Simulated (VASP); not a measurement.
Here is a VASP 6.6.1 calculation.

Contents of POSCAR:

```
WC
1.0
    0.0000000000      2.2215384142      2.2215384142
    2.2215384142      0.0000000000      2.2215384142
    2.2215384142      2.2215384142      0.0000000000
W C
1 1
Direct
    0.0000000000      0.0000000000      0.0000000000
    0.5000000000      0.5000000000      0.5000000000
```

Contents of INCAR.step1:

```
PREC = Accurate
ENCUT = 520
ISMEAR = -1
SIGMA = 0.1
LREAL = F
LASPH = T
NELM = 100
NBANDS = 16
GGA = PE
ALGO = Normal
EDIFF = 1E-4
LWAVE = T
LCHARG = F
```

The input INCAR.step2:

```
PREC = Accurate
ENCUT = 520
EDIFF = 1E-7
ISMEAR = -1
SIGMA = 0.1
LREAL = F
LASPH = T
NELM = 100
ALGO = Normal
ISIF = 2
LWAVE = F
LCHARG = T
METAGGA = R2SCAN
LMIXTAU = T
LELF = T
LVHAR = T
NBANDS = 16
ISTART = 1
```

The input KPOINTS:

```
Automatic mesh
0
Gamma
  11 11 11
```

Potentials or basis: VASP PAW PBE potentials, release 64 (W_sv, C).

Run with:

```sh
$ cat potpaw_PBE.64/W_sv/POTCAR potpaw_PBE.64/C/POTCAR > POTCAR
$ cp INCAR.step1 INCAR
$ mpirun -np 1 vasp_std > vasp.out
$ cp INCAR.step2 INCAR
$ mpirun -np 1 vasp_std > vasp.out
```

Problem. Predict the pressure.

Solution. -16.5 GPa.

Problem. What does it give for the band gap on the k mesh?

Solution. Zero (band 9 reaches 12.72 eV, above the bottom of band 10 at 9.70 eV).

Caveat: the PAW data sets were made with another functional, which shifts forces and pressure a little; spin-orbit coupling is left out, which moves the levels of the heavy elements.
